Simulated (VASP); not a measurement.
Write the native input for VASP 6.6.1 that does the following.

* Task: single point
* Functional: PBE
* Potentials or basis: VASP PAW PBE potentials, release 64 (Cu, Zn, Ag, In_d, Pb_d)
* Cutoff: 520 eV
* k mesh: 2 × 2 × 2, shifted
* Occupations: gaussian, width 0.1 eV
* Spin: no spin polarisation
* Dipole correction: no
* Further INCAR settings: LREAL = Auto; ALGO = Normal; EDIFF = 1e-06; NBANDS = 138; ISYM = 0

The structure of ZnInCuAgPb lies in POSCAR:

```
ZnInCuAgPb
1.0
   -7.7270656720      3.8332552058      1.9080743291
    7.4247437859      4.0370077895     -3.2225451546
   -1.9905416897     -2.8736979070     -5.8878969820
Cu Zn Ag In Pb
4 4 4 4 4
Direct
    0.7408044149      1.0140502601      1.1526869798
    0.9075184414      0.5629083734      0.5505006003
    0.8977604872      0.8585169874      0.1964152318
    0.9260549678      0.3662455273      0.2351797401
    0.2842913677      0.0735812103      0.2761767091
    0.2676233315      0.4593584396      0.2026773942
    0.3867847078      0.8373815518      0.2206556765
    1.0465517265      0.7016432939      0.2704604773
    0.0842335840      0.7984170917      0.9211207672
    0.1232289991     -0.0335650679      0.5966739260
    0.2520568033      0.6425576516      0.5436122625
    0.6770575303      0.1691758117      0.4692876990
   -0.0165611018      0.4219282452      0.8588429541
    0.0700754639      0.2314910562      0.4885980991
    1.0161791840      1.0923811819     -0.0673940132
    0.4856697742      0.6597155719     -0.0807879264
    0.5012757373      0.0327058405      0.8453433753
    0.5525047536      0.3925614634      0.6611760716
    0.6665044000      0.7974026600      0.4948278825
    0.6107340204      0.4222269529      0.1721283738
```

One way to write it, as run:

INCAR

```
PREC = Accurate
ENCUT = 520
EDIFF = 1E-6
ISMEAR = 0
SIGMA = 0.1
LREAL = Auto
LASPH = True
NELM = 100
ALGO = Normal
ISIF = 2
LWAVE = False
LCHARG = False
GGA = PE
NBANDS = 138
ISYM = 0
```

KPOINTS

```
Automatic mesh
0
Gamma
  2 2 2
  0.5 0.5 0.5
```

Potentials or basis: VASP PAW PBE potentials, release 64 (Cu, Zn, Ag, In_d, Pb_d).

The run is started by

```sh
$ cat potpaw_PBE.64/Cu/POTCAR potpaw_PBE.64/Zn/POTCAR potpaw_PBE.64/Ag/POTCAR potpaw_PBE.64/In_d/POTCAR potpaw_PBE.64/Pb_d/POTCAR > POTCAR
$ mpirun -np 1 vasp_std > vasp.out
```

Results of the run:

```json
{
 "Pressure": "0.0 GPa",
 "Largest force": "0.032 eV/Å"
}
```

Caveat: the k points lie up to 0.48 Å⁻¹ apart.

Run time: 7.8 min on 1 thread of Intel(R) Xeon(R) 6975P-C (Granite Rapids), on a shared host, peak memory 0.68 GiB.
